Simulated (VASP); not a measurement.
# Mo (P6/mmm) in VASP: a series of runs

Runs on Mo. Level: LDA. Tasks: single point.

Program: VASP 6.6.1. These are calculated values, not measurements. Logs are shortened: lines on timing, memory, paths and dates and some standing lists are left out, and cuts for length are marked.

## (1) The cell of the first run

It takes space group P6/mmm (No. 191, hexagonal). The conventional cell has a = 2.680 Å, b = 2.680 Å, c = 2.503 Å, α = 90.00°, β = 90.00°, γ = 120.00°. Within 3.3 Å of Mo (site symmetry 6/mmm) lie 8 Mo at 2.50 to 2.68 Å.

## (2) Single point, LDA

Input file INCAR:

```
SYSTEM = Mo
PREC = Accurate
ENCUT = 520
EDIFF = 1E-6
ISMEAR = -1
SIGMA = 0.1
LREAL = .FALSE.
LASPH = .TRUE.
NELM = 100
ALGO = Normal
ISIF = 2
LWAVE = .FALSE.
LCHARG = .TRUE.
LELF = .TRUE.
LVHAR = .TRUE.
NBANDS = 13
```

Input file KPOINTS:

```
Automatic mesh
0
G
  12 12 11
  0 0 0
```

Input file POSCAR:

```
Mo
1.0
    2.6796675963      0.0000000000      0.0000000000
   -1.3398337981      2.3206600629      0.0000000000
    0.0000000000      0.0000000000      2.5030198129
Mo
1
Direct
    0.0000000000      0.0000000000      0.5000000000
```

Potentials or basis: VASP PAW LDA potentials, release 64 (Mo_sv).

Command:

```
cat potpaw_LDA.64/Mo_sv/POTCAR > POTCAR
mpirun -np 1 vasp_std > vasp.out
```

OUTCAR:

```text
SYSTEM = Mo
   PREC = Accurate
   ENCUT = 520
   EDIFF = 1E-6
   ISMEAR = -1
   LREAL = .FALSE.
   LASPH = .TRUE.
   NELM = 100
   ISIF = 2

 ion  position               nearest neighbor table
   1  0.000  0.000  0.500-

  LATTYP: Found a hexagonal cell.
 ALAT       =     2.6796675963
 C/A-ratio  =     0.9340784717

  Lattice vectors:

 A1 = (   2.6796675963,   0.0000000000,   0.0000000000)
 A2 = (  -1.3398337981,   2.3206600629,   0.0000000000)
 A3 = (   0.0000000000,   0.0000000000,   2.5030198129)

Analysis of symmetry for initial positions (statically):
=====================================================================
 Subroutine PRICEL returns:
 Original cell was already a primitive cell.

 Routine SETGRP: Setting up the symmetry group for a
 hexagonal supercell.

 Subroutine GETGRP returns: Found 24 space group operations
 (whereof 24 operations were pure point group operations)
 out of a pool of 24 trial point group operations.

The static configuration has the point symmetry D_6h.

Analysis of symmetry for dynamics (positions and initial velocities):
=====================================================================
 Subroutine PRICEL returns:
 Original cell was already a primitive cell.

 Routine SETGRP: Setting up the symmetry group for a
 hexagonal supercell.

 Subroutine GETGRP returns: Found 24 space group operations
 (whereof 24 operations were pure point group operations)
 out of a pool of 24 trial point group operations.

The dynamic configuration has the point symmetry D_6h.

 Subroutine INISYM returns: Found 24 space group operations
 (whereof 24 operations are pure point group operations),
 and found     1 'primitive' translations

----------------------------------------------------------------------------------------

                                     Primitive cell

  volume of cell :      15.5653

  direct lattice vectors                    reciprocal lattice vectors
     2.679667596  0.000000000  0.000000000     0.373180614  0.215455942  0.000000000
    -1.339833798  2.320660063  0.000000000     0.000000000  0.430911884  0.000000000
     0.000000000  0.000000000  2.503019813     0.000000000  0.000000000  0.399517413

  length of vectors
     2.679667596  2.679667467  2.503019813     0.430911863  0.430911884  0.399517413

  position of ions in fractional coordinates (direct lattice)
[... 82 lines left out ...]
   NFREE  =      0    steps in history (QN), initial steepest desc. (CG)
   ISIF   =      2    stress and relaxation
   ISYM   =      2    0-nonsym 1-usesym 2-fastsym
   POTIM  = 0.5000    time-step for ionic-motion
   TEBEG  =    0.0;   TEEND  =   0.0 temperature during run
   PSTRESS=    0.0 pullay stress
   NELECT =      14.0000    total number of electrons
   NUPDOWN=      -1.0000    fix difference up-down
   EMIN   =  10.00;   EMAX   =-10.00  energy-range for DOS
   EFERMI =   0.00;   METHOD = LEGACY
   ISMEAR =    -1;   SIGMA  =   0.10  broadening in eV -4-tet -1-fermi 0-gaus
   EFERMI_NEDOS =   21; number of points for ismear=-14 and -15
   IALGO  =     38    algorithm
   IMIX   =      4    mixing-type and parameters
     AMIX     =   0.40;   BMIX     =  1.00
     AMIX_MAG =   1.60;   BMIX_MAG =  1.00
  volume/ion in A,a.u.               =      15.57       105.04
  Fermi-wavevector in a.u.,A,eV,Ry     =   1.580272  2.986282 33.977293  2.497261
  Thomas-Fermi vector in A             =   2.680525
   LORBIT       =      0    0 simple, 1 ext, 2 COOP (PROOUT), +10 PAW based schemes
   GGA     = CA    functional components
   LHFCALC =     F    Hartree Fock is set to
   AEXX    =    0.0000 exact exchange contribution
   IVDW    =     0    specifies the selected vdW correction
   LEPSILON=     F    determine dielectric tensor
   LRPA    =     F    only Hartree local field effects (RPA)
 non-spin polarized calculation
  energy-cutoff  :      520.00
  volume of cell :       15.57
 maximum number of plane-waves:       435
 NGX is ok and might be reduce to    20
   NGX =  9   NGY =  9   NGZ =  9

 number of electron      14.0000000 magnetization

 Free energy of the ion-electron system (eV)
  ---------------------------------------------------
  ext. energy  EPLUGINS =         0.00000000
  ---------------------------------------------------
  free energy    TOTEN  =       -11.24326913 eV

  energy without entropy =      -11.21338410  energy(sigma->0) =      -11.22832661

 E-fermi :  12.4283     XC(G=0): -13.5332

 val. band max:       12.4275535220   @ k =   0.0833   0.0833   0.1818
 cond. band min:      12.4355694608   @ k =   0.1667   0.0000   0.0000
 fundamental gap:      0.0080159389
 Fermi energy:        12.4282867601

 k-point     1 :       0.0000    0.0000    0.0000
  band No.  band energies     occupation
      1     -48.3295      2.00000
      2     -21.6211      2.00000
      3     -21.6211      2.00000
      4     -21.5628      2.00000
      5       5.4288      2.00000
      6       7.7183      2.00000
      7      11.3712      1.99995
      8      11.3712      1.99995
      9      16.8716      0.00000
     10      16.8716      0.00000
     11      25.4468      0.00000
     12      28.6522      0.00000
     13      33.5617      0.00000
[... 354 lines left out ...]
  band No.  band energies     occupation
      1     -48.0884      2.00000
      2     -22.8868      2.00000
      3     -21.8992      2.00000
      4     -21.5870      2.00000
      5       7.6046      2.00000
      6       8.9654      2.00000
      7      11.3771      1.99995
      8      14.1908      0.00000
      9      15.1557      0.00000
     10      15.8943      0.00000
     11      25.5291      0.00000
     12      29.1837      0.00000
     13      30.2983      0.00000

 [... further k-points ...]

------------------------ aborting loop because EDIFF is reached ----------------------------------------

  FORCE on cell =-STRESS in cart. coord.  units (eV):
  Direction    XX          YY          ZZ          XY          YZ          ZX
  --------------------------------------------------------------------------------------
  -------------------------------------------------------------------------------------
  Total        1.0889869      1.0889868     -0.2717226      0.0000000      0.0000000      0.0000000
  in kB      112.0924880    112.0924736    -27.9691681      0.0000000      0.0000000      0.0000000
  external PRESSURE =      65.4052645 kB  Pullay stress =       0.0000000 kB

 VOLUME and BASIS-vectors are now :
 -----------------------------------------------------------------------------
  energy-cutoff  :      520.00
  volume of cell :       15.57
      direct lattice vectors                 reciprocal lattice vectors
     2.679667596  0.000000000  0.000000000     0.373180614  0.215455942  0.000000000
    -1.339833798  2.320660063  0.000000000     0.000000000  0.430911884  0.000000000
     0.000000000  0.000000000  2.503019813     0.000000000  0.000000000  0.399517413

 POSITION                                       TOTAL-FORCE (eV/Angst)
 -----------------------------------------------------------------------------------
      0.00000      0.00000      1.25151         0.000000      0.000000      0.000000
 -----------------------------------------------------------------------------------
    total drift:                               -0.000000      0.000000     -0.000000

  FREE ENERGIE OF THE ION-ELECTRON SYSTEM (eV)
  ---------------------------------------------------
  free  energy   TOTEN  =       -11.2432691324 eV

  energy  without entropy=      -11.2133840972  energy(sigma->0) =      -11.22832661
```

OSZICAR:

```text
N       E                     dE             d eps       ncg     rms          rms(c)
DAV:   1     0.117120785740E+03    0.11712E+03   -0.90025E+03  2980   0.113E+03
DAV:   2    -0.102550105367E+02   -0.12738E+03   -0.12292E+03  3289   0.344E+02
DAV:   3    -0.117243058911E+02   -0.14693E+01   -0.14643E+01  3414   0.395E+01
DAV:   4    -0.117287345940E+02   -0.44287E-02   -0.44286E-02  3404   0.238E+00
DAV:   5    -0.117287707518E+02   -0.36158E-04   -0.36158E-04  3444   0.185E-01    0.160E+01
DAV:   6    -0.113075246029E+02    0.42125E+00   -0.51836E-01  3024   0.890E+00    0.507E+00
DAV:   7    -0.112473165860E+02    0.60208E-01   -0.99211E-02  3274   0.356E+00    0.728E-01
DAV:   8    -0.112432427608E+02    0.40738E-02   -0.40435E-03  3064   0.783E-01    0.914E-02
DAV:   9    -0.112432622025E+02   -0.19442E-04   -0.67905E-05  3684   0.941E-02    0.399E-02
DAV:  10    -0.112432689563E+02   -0.67538E-05   -0.60174E-06  3189   0.251E-02    0.675E-03
DAV:  11    -0.112432691324E+02   -0.17612E-06   -0.11480E-07  1767   0.326E-03
   1 F= -.11243269E+02 E0= -.11228327E+02  d E =-.298850E-01
```

Wall time 6.8 s (1 thread of Intel Xeon 6975P-C (Granite Rapids), shared host); peak memory 0.13 GiB.

What came out:

| Item | Value |
| --- | --- |
| Free energy | -11.2433 eV |
| Pressure | 6.5 GPa |
| Band gap on the k mesh | zero (band 7 reaches 13.39 eV, above the bottom of band 8 at 11.37 eV) |

Stress tensor (GPa, compression positive):
```
11.21  0.00  0.00
 0.00 11.21  0.00
 0.00  0.00 -2.80
```

Levels at points of the mesh, in eV from the Fermi level:
| k point | band 3 | band 4 | band 5 | band 6 | band 7 | band 8 | band 9 | band 10 | band 11 | band 12 |
| --- | --- | --- | --- | --- | --- | --- | --- | --- | --- | --- |
| (0.00, 0.00, 0.00) | -34.05 | -33.99 | -7.00 | -4.71 | -1.06 | -1.06 | 4.44 | 4.44 | 13.02 | 16.22 |
| (0.50, 0.00, 0.00) | -34.44 | -33.80 | -5.34 | -3.35 | 0.96 | 1.25 | 3.69 | 4.79 | 10.94 | 13.89 |

## (3) Single point, LDA

This run uses another cell than the first one, of 16.06 Å³/atom, 1.032 times its volume.

Input file INCAR:

```
ALGO = Normal ; EDIFF = 1E-7
ENCUT = 520 ; ISIF = 2
ISMEAR = -1 ; LASPH = T
LCHARG = T ; LELF = T
LREAL = F ; LVHAR = T
LWAVE = F ; NBANDS = 13
NELM = 60 ; PREC = Accurate
SIGMA = 0.1
```

Input file KPOINTS:

```
k-points
0
Gamma
  12 12 11
```

Input file POSCAR:

```
Mo
1.0
    2.7078766966      0.0000000000      0.0000000000
   -1.3539383483      2.3450898588      0.0000000000
    0.0000000000      0.0000000000      2.5293693262
Mo
1
Direct
    0.0000000000      0.0000000000      0.5000000000
```

Potentials or basis: VASP PAW LDA potentials, release 64 (Mo_sv).

Command:

```
cat potpaw_LDA.64/Mo_sv/POTCAR > POTCAR
mpirun -np 1 vasp_std > vasp.out
```

It took 7.3 s on 1 thread of Intel Xeon 6975P-C (Granite Rapids), shared host; peak memory 0.12 GiB.

It converged, with:

| Quantity | Value |
| --- | --- |
| Free energy | -11.2516 eV |
| Pressure | -1.2 GPa |
| Band gap on the k mesh | zero (band 7 reaches 12.87 eV, above the bottom of band 8 at 10.93 eV) |

Stress tensor (GPa, compression positive):
```
 3.01  0.00  0.00
 0.00  3.01  0.00
 0.00  0.00 -9.56
```

Levels at points of the mesh, in eV from the Fermi level:
```csv
k point,band 5,band 6,band 7,band 8,band 9,band 10
"(0.00, 0.00, 0.00)",-6.91,-4.53,-1.00,-1.00,4.25,4.25
"(0.50, 0.00, 0.00)",-5.14,-3.27,0.94,1.15,3.53,4.59
```

## (4) Single point, LDA

This run uses another cell than the first one, of 16.56 Å³/atom, 1.064 times its volume.

Input file INCAR:

```
SYSTEM = Mo
PREC = Accurate
ENCUT = 520
EDIFF = 1E-7
ISMEAR = -1
SIGMA = 0.1
LREAL = .FALSE.
LASPH = .TRUE.
NELM = 60
ALGO = Normal
ISIF = 2
LWAVE = .FALSE.
LCHARG = .FALSE.
GGA = CA
NBANDS = 13
```

Input file KPOINTS:

```
Automatic mesh
0
G
  12 12 11
  0 0 0
```

Input file POSCAR:

```
Mo
1.0
    2.7355100000      0.0000000000      0.0000000000
   -1.3677550000      2.3690210000      0.0000000000
    0.0000000000      0.0000000000      2.5551810000
Mo
1
Direct
    0.0000000000      0.0000000000      0.5000000000
```

Command:

```
cat potpaw_LDA.64/Mo_sv/POTCAR > POTCAR
mpirun -np 1 vasp_std > vasp.out
```

Run time: 6.9 s. Hardware: 1 thread of Intel Xeon 6975P-C (Granite Rapids), shared host; peak memory 0.13 GiB.

Results (log left out):

```yaml
Free_energy: -11.2377 eV
Pressure: -7.8 GPa
Band_gap_on_the_k_mesh: zero (band 7 reaches 12.38 eV, above the bottom of band 8 at 10.52 eV)
```

Stress tensor (GPa, compression positive):
```
 -4.03   0.00   0.00
  0.00  -4.03   0.00
  0.00   0.00 -15.24
```

Levels at points of the mesh, in eV from the Fermi level:
| k point | band 4 | band 5 | band 6 | band 7 | band 8 | band 9 | band 10 | band 11 |
| --- | --- | --- | --- | --- | --- | --- | --- | --- |
| (0.00, 0.00, 0.00) | -34.13 | -6.81 | -4.37 | -0.94 | -0.94 | 4.06 | 4.06 | 13.00 |
| (0.50, 0.00, 0.00) | -33.98 | -4.96 | -3.19 | 0.92 | 1.07 | 3.39 | 4.40 | 10.12 |

## (5) Single point, LDA

This run uses another cell than the first one, of 17.06 Å³/atom, 1.096 times its volume.

Input file INCAR:

```
SYSTEM = Mo
PREC     = Accurate       ! precision mode
ENCUT    = 520            ! plane-wave cutoff, eV
EDIFF    = 1E-6           ! SCF threshold, eV
ISMEAR   = -1             ! smearing method
SIGMA    = 0.1            ! smearing width, eV
LREAL    = .False.        ! projectors in reciprocal space
LASPH    = .True.         ! aspherical terms in the spheres
NELM     = 80             ! most SCF steps
ALGO     = Normal         ! electronic algorithm
ISIF     = 2              ! what is computed and relaxed
LWAVE    = .False.        ! write WAVECAR
LCHARG   = .False.        ! write CHGCAR
NBANDS   = 13             ! bands
```

Input file KPOINTS:

```
Automatic mesh
0
Gamma
  12 12 11
  0 0 0
```

Input file POSCAR:

```
Mo
1.0
    2.7625960190      0.0000000000      0.0000000000
   -1.3812980095      2.3924781790      0.0000000000
    0.0000000000      0.0000000000      2.5804814672
Mo
1
Direct
    0.0000000000      0.0000000000      0.5000000000
```

Command:

```
cat potpaw_LDA.64/Mo_sv/POTCAR > POTCAR
mpirun -np 1 vasp_std > vasp.out
```

It took 6.2 s on 1 thread of Intel Xeon 6975P-C (Granite Rapids), shared host; peak memory 0.14 GiB.

The run converged. Its results:

```
Free energy            : -11.2050 eV
Pressure               : -13.4 GPa
Band gap on the k mesh : zero (band 7 reaches 11.91 eV, above the bottom of band 8 at 10.13 eV)
```

Stress tensor (GPa, compression positive):
```
-10.07   0.00   0.00
  0.00 -10.07   0.00
  0.00   0.00 -20.01
```

Levels at points of the mesh, in eV from the Fermi level:
```
           k point  band 5  band 6  band 7  band 8  band 9  band 10
(0.00, 0.00, 0.00)   -6.72   -4.21   -0.89   -0.89    3.89     3.89
(0.50, 0.00, 0.00)   -4.78   -3.11    0.89    1.00    3.25     4.23
```

## (6) Single point, LDA

This run uses another cell than the first one, of 17.55 Å³/atom, 1.128 times its volume.

Input file INCAR:

```
SYSTEM = Mo
PREC     = Accurate       ! precision mode
ENCUT    = 520            ! plane-wave cutoff, eV
EDIFF    = 1E-6           ! SCF threshold, eV
ISMEAR   = -1             ! smearing method
SIGMA    = 0.1            ! smearing width, eV
LREAL    = .FALSE.        ! projectors in reciprocal space
LASPH    = .TRUE.         ! aspherical terms in the spheres
NELM     = 100            ! most SCF steps
ALGO     = Normal         ! electronic algorithm
ISIF     = 2              ! what is computed and relaxed
LWAVE    = .FALSE.        ! write WAVECAR
LCHARG   = .TRUE.         ! write CHGCAR
LELF     = .TRUE.         ! ELF
LVHAR    = .TRUE.       
NBANDS   = 13             ! bands
```

Input file KPOINTS:

```
regular mesh
0
G
  12 12 11
  0 0 0
```

Input file POSCAR:

```
Mo
1.0
    2.7891610719      0.0000000000      0.0000000000
   -1.3945805359      2.4154841882      0.0000000000
    0.0000000000      0.0000000000      2.6052953112
Mo
1
Direct
    0.0000000000      0.0000000000      0.5000000000
```

Potentials or basis: VASP PAW LDA potentials, release 64 (Mo_sv).

Command:

```
cat potpaw_LDA.64/Mo_sv/POTCAR > POTCAR
mpirun -np 1 vasp_std > vasp.out
```

Run time: 6.5 s. Hardware: 1 thread of Intel Xeon 6975P-C (Granite Rapids), shared host; peak memory 0.13 GiB.

The run converged. Its results:

```
Free energy            : -11.1562 eV
Pressure               : -18.2 GPa
Band gap on the k mesh : zero (band 7 reaches 11.46 eV, above the bottom of band 8 at 9.75 eV)
```

Stress tensor (GPa, compression positive):
```
-15.22   0.00   0.00
  0.00 -15.22   0.00
  0.00   0.00 -24.01
```

Levels at points of the mesh, in eV from the Fermi level:
```
           k point  band 3  band 4  band 5  band 6  band 7  band 8  band 9  band 10  band 11  band 12
(0.00, 0.00, 0.00)  -34.28  -34.26   -6.62   -4.06   -0.85   -0.85    3.73     3.73    12.96    15.19
(0.50, 0.00, 0.00)  -34.55  -34.13   -4.62   -3.03    0.87    0.94    3.12     4.06     9.39    12.92
```

## (7) The runs side by side

| cell | gap on the mesh (eV) | pressure (GPa) |
| --- | --- | --- |
| a = 2.680, b = 2.680, c = 2.503 Å, angles 90.0, 90.0, 120.0°, 1 atom | none | 6.5 |
| a = 2.708, b = 2.708, c = 2.529 Å, angles 90.0, 90.0, 120.0°, 1 atom | none | -1.2 |
| a = 2.736, b = 2.736, c = 2.555 Å, angles 90.0, 90.0, 120.0°, 1 atom | none | -7.8 |
| a = 2.763, b = 2.763, c = 2.580 Å, angles 90.0, 90.0, 120.0°, 1 atom | none | -13.4 |
| a = 2.789, b = 2.789, c = 2.605 Å, angles 90.0, 90.0, 120.0°, 1 atom | none | -18.2 |

Alike in all rows: task single point; level LDA; potentials or basis VASP PAW LDA potentials, release 64 (Mo_sv); no spin polarisation; k mesh 12 × 12 × 11; cutoff (eV) 520; smearing fermi-dirac 0.1 eV.

Total energies depend on the potentials used, so only differences within one code and one set of settings carry meaning.
